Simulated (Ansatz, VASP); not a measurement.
# One calculation of Si, two programs

INCAR

```
SYSTEM = Si
PREC = Accurate
ENCUT = 520
EDIFF = 1E-7
ISMEAR = -1
SIGMA = 0.05
LREAL = .FALSE.
LASPH = .TRUE.
NELM = 60
ALGO = Normal
ISIF = 2
LWAVE = .FALSE.
LCHARG = .FALSE.
GGA = PE
NBANDS = 11
```

The input KPOINTS:

```
regular mesh
0
G
  16 16 16
  0 0 0
```

File POSCAR:

```
Si
1.0
   -2.2951484633      2.4149529699      1.3000063486
    2.2951484633     -2.4149529699      1.3000063486
    2.2951484633      2.4149529699     -1.3000063486
Si
2
Direct
    0.8070000000      0.5570000000      0.2500000000
    0.1930000000      0.4430000000      0.7500000000
```

Input for Ansatz:

```yaml
crystal:
  lattice:
    - [-2.2951484633, 2.4149529699, 1.3000063486]
    - [2.2951484633, -2.4149529699, 1.3000063486]
    - [2.2951484633, 2.4149529699, -1.3000063486]
  atoms:
    - { symbol: Si, position: [0.807, 0.557, 0.25] }
    - { symbol: Si, position: [0.193, 0.443, 0.75] }
kpoints:
  mp_grid: { grid: [16, 16, 16] }
  band_path:
    path:
      - [0.0, 0.0, 0.0]
      - [0.5, -0.5, 0.5]
      - [0.4758105458, -0.4758105458, 0.5241894542]
      - [-0.4758105458, 0.4758105458, 0.4758105458]
      - [0.0, 0.0, 0.0]
      - [0.3224458646, 0.3224458646, -0.3224458646]
      - [0.6775541354, -0.3224458646, 0.3224458646]
      - [0.5, -0.5, 0.5]
      - [0.0, 0.0, 0.0]
    npoints: 5
scf:
  occupations: { method: fermi_dirac, width: 0.05 }
hamiltonian:
  xc: pbe
  pseudopotentials: { kind: all_electron, lapw: { basis_error: 0.0005 } }
output:
  forces: true
  stress: true
  eigenvalues: true
```

Change from the starting cell: volume scaled by 1.06.

Alike in both runs: task single point; functional PBE; k mesh 16 × 16 × 16; occupations fermi-dirac, width 0.05 eV; no spin polarisation.

```csv
,VASP,Ansatz
version,VASP 6.6.1,Ansatz 0.2.0
potentials or method,"VASP PAW PBE potentials, release 64 (Si), cutoff 520 eV","all-electron LAPW, scalar-relativistic"
```

VASP gave:

- pressure (GPa): 6.6
- traceless stress, the component that is largest in VASP (GPa): 0.82
- rms of the force components (eV/Å): 0.028

Task: What did Ansatz give for the same quantities?

Result: Pressure (GPa): 6.7; traceless stress, the component that is largest in VASP (GPa): 0.83; rms of the force components (eV/Å): 0.026.

Atom by atom the forces differ by 0.002 eV/Å (rms over components). Ansatz ran all-electron here, and VASP with PAW potentials.
